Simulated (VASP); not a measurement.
# CaOsC2 (P6_3mc) in VASP: notebook

CaOsC2 is run at these levels: PBE; tasks: single point, relaxation of cell and atoms.

Program: VASP 6.6.1. These are calculated values, not measurements. Logs are shortened: lines on timing, memory, paths and dates and some standing lists are left out, and cuts for length are marked.

## Step 1: The cell of the first run

It takes space group P6_3mc (No. 186, hexagonal). The conventional cell has a = 3.415 Å, b = 3.415 Å, c = 12.404 Å, α = 90.00°, β = 90.00°, γ = 120.00°. Within 3.2 Å of Ca (site symmetry 3m) lie 4 C at 2.41 to 2.54 Å. Os (site symmetry 3m) has 4 C at 1.80 to 2.03 Å within 2.4 Å. C (site symmetry 3m) has 1 Os at 1.80 Å and 3 Ca at 2.41 Å within 2.5 Å. C (site symmetry 3m) has 3 Os at 2.03 Å and 1 Ca at 2.54 Å within 2.7 Å.

## Step 2: Single point, PBE

The input, INCAR:

```
PREC     = Accurate       # precision mode
ENCUT    = 520            # plane-wave cutoff, eV
EDIFF    = 1E-7           # SCF threshold, eV
ISMEAR   = 0              # smearing method
SIGMA    = 0.1            # smearing width, eV
LREAL    = F              # projectors in reciprocal space
LASPH    = T              # aspherical terms in the spheres
NELM     = 60             # most SCF steps
ALGO     = Fast           # electronic algorithm
ISIF     = 2              # what is computed and relaxed
LWAVE    = F              # write WAVECAR
LCHARG   = F              # write CHGCAR
GGA      = PE             # functional
NBANDS   = 36             # bands
```

The input, KPOINTS:

```
regular mesh
0
Gamma
  12 12 4
```

The input, POSCAR:

```
CaOsC2
1.0
    3.4154634423      0.0000000000      0.0000000000
   -1.7077317212      2.9578781068      0.0000000000
    0.0000000000      0.0000000000     12.4039326480
Ca Os C
2 2 4
Direct
    0.3333333333      0.6666666667      0.3973316506
    0.6666666667      0.3333333333      0.8973316506
    0.0000000000      0.0000000000      0.1537735175
    0.0000000000      0.0000000000      0.6537735175
    0.0000000000      0.0000000000      0.0085713838
    0.3333333333      0.6666666667      0.1923142981
    0.0000000000      0.0000000000      0.5085713838
    0.6666666667      0.3333333333      0.6923142981
```

Potentials or basis: VASP PAW PBE potentials, release 64 (Ca_sv, Os, C).

The run is started by

```sh
$ cat potpaw_PBE.64/Ca_sv/POTCAR potpaw_PBE.64/Os/POTCAR potpaw_PBE.64/C/POTCAR > POTCAR
$ mpirun -np 1 vasp_std > vasp.out
```

OUTCAR:

```text
PREC = Accurate
   ENCUT = 520
   EDIFF = 1E-7
   ISMEAR = 0
   LREAL = F
   LASPH = T
   NELM = 60
   ISIF = 2
   GGA = PE

 ion  position               nearest neighbor table
   1  0.333  0.667  0.397-   7 2.41   7 2.41   7 2.41   6 2.54
   2  0.667  0.333  0.897-   5 2.41   5 2.41   5 2.41   8 2.54
   3  0.000  0.000  0.154-   5 1.80   6 2.03   6 2.03   6 2.03
   4  0.000  0.000  0.654-   7 1.80   8 2.03   8 2.03   8 2.03
   5  0.000  0.000  0.009-   3 1.80   2 2.41   2 2.41   2 2.41
   6  0.333  0.667  0.192-   3 2.03   3 2.03   3 2.03   1 2.54
   7  0.000  0.000  0.509-   4 1.80   1 2.41   1 2.41   1 2.41
   8  0.667  0.333  0.692-   4 2.03   4 2.03   4 2.03   2 2.54

  LATTYP: Found a hexagonal cell.
 ALAT       =     3.4154634423
 C/A-ratio  =     3.6316982622

  Lattice vectors:

 A1 = (   3.4154634423,   0.0000000000,   0.0000000000)
 A2 = (  -1.7077317212,   2.9578781068,   0.0000000000)
 A3 = (   0.0000000000,   0.0000000000,  12.4039326480)

Analysis of symmetry for initial positions (statically):
=====================================================================
 Subroutine PRICEL returns:
 Original cell was already a primitive cell.

 Routine SETGRP: Setting up the symmetry group for a
 hexagonal supercell.

 Subroutine GETGRP returns: Found 12 space group operations
 (whereof  6 operations were pure point group operations)
 out of a pool of 24 trial point group operations.

The static configuration has the point symmetry C_3v.
 The point group associated with its full space group is C_6v.

Analysis of symmetry for dynamics (positions and initial velocities):
=====================================================================
 Subroutine PRICEL returns:
 Original cell was already a primitive cell.

 Routine SETGRP: Setting up the symmetry group for a
 hexagonal supercell.

 Subroutine GETGRP returns: Found 12 space group operations
 (whereof  6 operations were pure point group operations)
 out of a pool of 24 trial point group operations.

The dynamic configuration has the point symmetry C_3v.
 The point group associated with its full space group is C_6v.

 Subroutine INISYM returns: Found 12 space group operations
 (whereof  6 operations are pure point group operations),
 and found     1 'primitive' translations

----------------------------------------------------------------------------------------

                                     Primitive cell

  volume of cell :     125.3110

  direct lattice vectors                    reciprocal lattice vectors
     3.415463442  0.000000000  0.000000000     0.292786035  0.169040096  0.000000000
    -1.707731721  2.957878107  0.000000000     0.000000000  0.338080193  0.000000000
     0.000000000  0.000000000 12.403932648     0.000000000  0.000000000  0.080619593

  length of vectors
     3.415463442  3.415463442 12.403932648     0.338080193  0.338080193  0.080619593

  position of ions in fractional coordinates (direct lattice)
     0.333333333  0.666666667  0.397331651
     0.666666667  0.333333333  0.897331651
     0.000000000  0.000000000  0.153773517
     0.000000000  0.000000000  0.653773517
     0.000000000  0.000000000  0.008571384
     0.333333333  0.666666667  0.192314298
     0.000000000  0.000000000  0.508571384
     0.666666667  0.333333333  0.692314298

  ion indices of the primitive-cell ions
   primitive index   ion index
                 1           1
                 2           2
                 3           3
                 4           4
                 5           5
                 6           6
                 7           7
                 8           8

----------------------------------------------------------------------------------------

 KPOINTS: regular mesh

Automatic generation of k-mesh.
 Grid dimensions read from file:
 generate k-points for:   12   12    4

 Generating k-lattice:

  Cartesian coordinates                     Fractional coordinates (reciprocal lattice)
     0.024398836  0.014086675  0.000000000     0.083333333 -0.000000000  0.000000000
     0.000000000  0.028173349  0.000000000     0.000000000  0.083333333  0.000000000
     0.000000000  0.000000000  0.020154898     0.000000000  0.000000000  0.250000000

  Length of vectors
     0.028173349  0.028173349  0.020154898

  Shift w.r.t. Gamma in fractional coordinates (k-lattice)
     0.000000000  0.000000000  0.000000000

 Subroutine IBZKPT returns following result:
 ===========================================

 Found     57 irreducible k-points:

 Following reciprocal coordinates:
            Coordinates               Weight
  0.000000  0.000000  0.000000      1.000000
  0.083333  0.000000  0.000000      6.000000
  0.166667  0.000000  0.000000      6.000000
  0.250000 -0.000000  0.000000      6.000000
  0.333333  0.000000  0.000000      6.000000
  0.416667  0.000000  0.000000      6.000000
[... 16 lines left out ...]
  0.250000 -0.000000  0.250000     12.000000
  0.333333  0.000000  0.250000     12.000000
 [... further k-points ...]
   k-points           NKPTS =     57   k-points in BZ     NKDIM =     57   number of bands    NBANDS=     36
   number of dos      NEDOS =    301   number of ions     NIONS =      8
   total plane-waves  NPLWV =  75264
   dimension x,y,z NGX =    28 NGY =   28 NGZ =   96
   dimension x,y,z NGXF=    56 NGYF=   56 NGZF=  192
   ions per type =               2   2   4
   NGX,Y,Z   is equivalent  to a cutoff of  13.63, 13.63, 12.87 a.u.
   NGXF,Y,Z  is equivalent  to a cutoff of  27.26, 27.26, 25.73 a.u.
 SYSTEM =  unknown system
   PREC   = accura    normal or accurate (medium, high low for compatibility)
   ISTART =      0    job   : 0-new  1-cont  2-samecut
   ICHARG =      2    charge: 1-file 2-atom 10-const
   ISPIN  =      1    spin polarized calculation?
   LNONCOLLINEAR =      F non collinear calculations
   LSORBIT =      F    spin-orbit coupling
   LASPH  =      T    aspherical Exc in radial PAW
   ENCUT  =  520.0 eV  38.22 Ry    6.18 a.u.   6.35  6.35 23.06*2*pi/ulx,y,z
   NELM   =     60;   NELMIN=  2; NELMDL= -5     # of ELM steps
   EDIFF  = 0.1E-06   stopping-criterion for ELM
   LREAL  =      F    real-space projection
   EDIFFG = 0.1E-05   stopping-criterion for IOM
   NSW    =      0    number of steps for IOM
   IBRION =     -1    ionic relax: 0-MD 1-quasi-New 2-CG
   NFREE  =      0    steps in history (QN), initial steepest desc. (CG)
   ISIF   =      2    stress and relaxation
   ISYM   =      2    0-nonsym 1-usesym 2-fastsym
   POTIM  = 0.5000    time-step for ionic-motion
   TEBEG  =    0.0;   TEEND  =   0.0 temperature during run
   PSTRESS=    0.0 pullay stress
   NELECT =      52.0000    total number of electrons
   NUPDOWN=      -1.0000    fix difference up-down
   EMIN   =  10.00;   EMAX   =-10.00  energy-range for DOS
   EFERMI =   0.00;   METHOD = LEGACY
   ISMEAR =     0;   SIGMA  =   0.10  broadening in eV -4-tet -1-fermi 0-gaus
   EFERMI_NEDOS =   21; number of points for ismear=-14 and -15
   IALGO  =     68    algorithm
   IMIX   =      4    mixing-type and parameters
     AMIX     =   0.40;   BMIX     =  1.00
     AMIX_MAG =   1.60;   BMIX_MAG =  1.00
  volume/ion in A,a.u.               =      15.66       105.71
  Fermi-wavevector in a.u.,A,eV,Ry     =   1.221086  2.307518 20.286973  1.491050
  Thomas-Fermi vector in A             =   2.356280
   LORBIT       =      0    0 simple, 1 ext, 2 COOP (PROOUT), +10 PAW based schemes
   GGA     = PE    functional components
   LHFCALC =     F    Hartree Fock is set to
   AEXX    =    0.0000 exact exchange contribution
   IVDW    =     0    specifies the selected vdW correction
   LEPSILON=     F    determine dielectric tensor
   LRPA    =     F    only Hartree local field effects (RPA)
 non-spin polarized calculation
 RMM-DIIS sequential band-by-band and
 Gauss-broadening in eV      SIGMA  =   0.10
  energy-cutoff  :      520.00
  volume of cell :      125.31
 maximum number of plane-waves:      3414
 NGX is ok and might be reduce to    28
   NGX = 13   NGY = 13   NGZ = 47

 number of electron      51.9999998 magnetization

 Free energy of the ion-electron system (eV)
  ---------------------------------------------------
  ext. energy  EPLUGINS =         0.00000000
  ---------------------------------------------------
  free energy    TOTEN  =       -57.45867116 eV

  energy without entropy =      -57.43713737  energy(sigma->0) =      -57.44790426

 E-fermi :   4.8383     XC(G=0): -10.5072

 val. band max:        4.8346888615   @ k =   0.5000  -0.0000   0.2500
 cond. band min:       4.8585955583   @ k =   0.3333   0.0833   0.0000
 fundamental gap:      0.0239066968
 Fermi energy:         4.8383004814

 k-point     1 :       0.0000    0.0000    0.0000
  band No.  band energies     occupation
      1     -35.6945      2.00000
      2     -35.6945      2.00000
      3     -16.7784      2.00000
      4     -16.7705      2.00000
      5     -16.6133      2.00000
      6     -16.6133      2.00000
[... 28 lines left out ...]
     35       9.2871      0.00000
     36       9.8391      0.00000

 k-point     2 :       0.0833    0.0000    0.0000
  band No.  band energies     occupation
      1     -35.6905      2.00000
      2     -35.6905      2.00000
      3     -16.7723      2.00000
      4     -16.7651      2.00000
      5     -16.6463      2.00000
      6     -16.6463      2.00000
[... 28 lines left out ...]
     35       9.2954      0.00000
     36       9.7144      0.00000

 k-point     3 :       0.1667    0.0000    0.0000
  band No.  band energies     occupation
      1     -35.6796      2.00000
      2     -35.6796      2.00000
      3     -16.7693      2.00000
      4     -16.7658      2.00000
      5     -16.7218      2.00000
      6     -16.7199      2.00000
[... 28 lines left out ...]
     35       9.3127      0.00000
     36       9.3634      0.00000

 k-point     4 :       0.2500   -0.0000    0.0000
  band No.  band energies     occupation
      1     -35.6647      2.00000
      2     -35.6647      2.00000
      3     -16.8704      2.00000
      4     -16.8699      2.00000
      5     -16.7171      2.00000
      6     -16.7136      2.00000
[... 28 lines left out ...]
     35       8.9593      0.00000
     36       9.4705      0.00000

 k-point     5 :       0.3333    0.0000    0.0000
  band No.  band energies     occupation
      1     -35.6497      2.00000
      2     -35.6497      2.00000
      3     -16.9890      2.00000
      4     -16.9879      2.00000
      5     -16.6933      2.00000
      6     -16.6932      2.00000
[... 655 lines left out ...]
 k-point    22 :       0.1667    0.0000    0.2500
  band No.  band energies     occupation
      1     -35.6796      2.00000
      2     -35.6796      2.00000
      3     -16.7687      2.00000
      4     -16.7663      2.00000
      5     -16.7216      2.00000
      6     -16.7202      2.00000
[... 28 lines left out ...]
     35       9.1795      0.00000
     36       9.3410      0.00000

 k-point    23 :       0.2500   -0.0000    0.2500
  band No.  band energies     occupation
      1     -35.6647      2.00000
      2     -35.6647      2.00000
      3     -16.8703      2.00000
      4     -16.8700      2.00000
      5     -16.7166      2.00000
      6     -16.7141      2.00000
[... 28 lines left out ...]
     35       8.8838      0.00000
     36       9.5849      0.00000

 k-point    24 :       0.3333    0.0000    0.2500
  band No.  band energies     occupation
      1     -35.6497      2.00000
      2     -35.6497      2.00000
      3     -16.9889      2.00000
      4     -16.9881      2.00000
      5     -16.6933      2.00000
      6     -16.6932      2.00000
[... 28 lines left out ...]
     35       8.4463      0.00000
     36       9.5451      0.00000

 [... further k-points ...]
[... 5 lines left out ...]
  --------------------------------------------------------------------------------------
  -------------------------------------------------------------------------------------
  Total        0.6738045      0.6738045      1.4337256     -0.0000000      0.0000000      0.0000000
  in kB        8.6149984      8.6149984     18.3310487     -0.0000000      0.0000000      0.0000000
  external PRESSURE =      11.8536818 kB  Pullay stress =       0.0000000 kB

 VOLUME and BASIS-vectors are now :
 -----------------------------------------------------------------------------
  energy-cutoff  :      520.00
  volume of cell :      125.31
      direct lattice vectors                 reciprocal lattice vectors
     3.415463442  0.000000000  0.000000000     0.292786035  0.169040096  0.000000000
    -1.707731721  2.957878107  0.000000000     0.000000000  0.338080193  0.000000000
     0.000000000  0.000000000 12.403932648     0.000000000  0.000000000  0.080619593

 POSITION                                       TOTAL-FORCE (eV/Angst)
 -----------------------------------------------------------------------------------
     -0.00000      1.97192      4.92848        -0.000000     -0.000000     -0.027694
      1.70773      0.98596     11.13044         0.000000      0.000000     -0.027694
      0.00000      0.00000      1.90740         0.000000      0.000000      0.302387
      0.00000      0.00000      8.10936        -0.000000     -0.000000      0.302387
      0.00000      0.00000      0.10632        -0.000000      0.000000     -0.314782
     -0.00000      1.97192      2.38545        -0.000000     -0.000000      0.040089
      0.00000      0.00000      6.30829         0.000000     -0.000000     -0.314782
      1.70773      0.98596      8.58742        -0.000000     -0.000000      0.040089
 -----------------------------------------------------------------------------------
    total drift:                                0.000000      0.000000      0.000657

  FREE ENERGIE OF THE ION-ELECTRON SYSTEM (eV)
  ---------------------------------------------------
  free  energy   TOTEN  =       -57.4586711636 eV

  energy  without entropy=      -57.4371373651  energy(sigma->0) =      -57.44790426
```

It took 14 min on 1 thread of Oxide Virtual Turin-like, shared host; peak memory 0.38 GiB.

What came out:

```yaml
Free_energy: -57.4587 eV
Pressure: 1.2 GPa
Largest_force: 0.315 eV/Å
Band_gap_on_the_k_mesh: zero (bands 26 and 27 overlap by 1.10 eV)
```

Forces in eV/Å, atoms in the order of the input:
```
Ca   0.000  0.000 -0.028
Ca   0.000  0.000 -0.028
Os   0.000  0.000  0.302
Os   0.000  0.000  0.302
C    0.000  0.000 -0.315
C    0.000  0.000  0.040
C    0.000  0.000 -0.315
C    0.000  0.000  0.040
```

Stress tensor (GPa, compression positive):
```
0.86 0.00 0.00
0.00 0.86 0.00
0.00 0.00 1.83
```

Levels at points of the mesh, in eV from the Fermi level:
```tsv
k point	band 24	band 25	band 26	band 27	band 28	band 29
(0.00, 0.00, 0.00)	-3.02	0.71	0.71	0.83	0.83	1.39
(0.50, 0.00, 0.00)	-2.03	-0.48	-0.17	-0.04	-0.03	0.11
(0.00, 0.00, 0.50)	-3.04	0.76	0.76	0.76	0.76	1.48
(0.50, 0.00, 0.50)	-2.23	-0.22	-0.22	-0.06	-0.06	0.08
```

Caveat: spin-orbit coupling is left out, which moves the levels of the heavy elements.

[end of part 1 of 2]

The gap in the log of VASP goes by the Fermi energy; the results here count the filled bands.